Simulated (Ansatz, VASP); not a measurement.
## One calculation of AlN, two programs

```xyz
4
Lattice="3.1297 0.0000 0.0000 -1.5648 2.7104 0.0000 0.0000 0.0000 4.9810" Properties=species:S:1:pos:R:3 pbc="T T T"
Al    0.0000    1.8069   -0.0023
Al    1.5648    0.9035    2.4882
N     0.0000    1.8069    1.9051
N     1.5648    0.9035    4.3956
```

Alike in both runs: functional PBE; k mesh 8 × 8 × 5; occupations gaussian, width 0.05 eV; no spin polarisation.

Ansatz relaxed the structure, and its values are those at the end. VASP's run is a single point on that final structure, the one shown.

|  | VASP | Ansatz |
| --- | --- | --- |
| version | VASP 6.6.1 | Ansatz 0.2.0 |
| potentials or method | VASP PAW PBE potentials, release 64 (Al, N) | scalar-relativistic, plane waves, PAW |
| plane-wave cutoff (eV) | 520 | 420 |
| valence electrons in the cell | 16 | 16 |

VASP gave:

```
pressure (GPa) : 1.2
```

Task: What did Ansatz give for the same quantities?

Result: Pressure (GPa): 1.4.

The functional is the same, so the differences come from potentials, cutoffs and numerics. Ansatz's warnings: stress scf threshold loose.
